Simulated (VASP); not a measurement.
Crystal: InP.

```
In P
1.0
     0.00000    2.93050    2.93050
     2.93050    0.00000    2.93050
     2.93050    2.93050    0.00000
In P
1 1
Direct
  0.00000 0.00000 0.00000
  0.75000 0.75000 0.75000
```

| Item | Value |
| --- | --- |
| Program | VASP 6.6.1 |
| Task | relaxation of cell and atoms |
| Functional | r2SCAN |
| Potentials or basis | VASP PAW PBE potentials, release 64 (In_d, P) |
| Cutoff | 550 eV |
| k mesh | 12 × 12 × 12 |
| Occupations | fermi-dirac, width 0.1 eV |
| Spin | no spin polarisation |

At the start: pressure 1.6 GPa; volume 25.17 Å³/atom.

**Question.** Where does the relaxation end?

**Answer.** Over 3 steps the energy falls by 2.7 meV/atom and the volume is 25.72 Å³/atom (+2.2 %); space group F-43m (No. 216, to 0.1 Å) before and after.

The path:
| step | energy change (eV) | largest force (eV/Å) | pressure (GPa) | volume (Å³) |
| --- | --- | --- | --- | --- |
| 1 | 0.0000 | 0.0000 | 1.58 | 50.33 |
| 2 | -0.0033 | 0.0000 | -0.91 | 52.16 |
| 3 | -0.0053 | 0.0000 | 0.01 | 51.44 |

Final structure:
```
CELL_PARAMETERS angstrom
0.00000 2.95187 2.95187
2.95187 0.00000 2.95187
2.95187 2.95187 0.00000
ATOMIC_POSITIONS crystal
In 0.00000 0.00000 0.00000
P 0.75000 0.75000 0.75000
```

Caveat: the PAW data sets were made with another functional, which shifts forces and pressure a little.
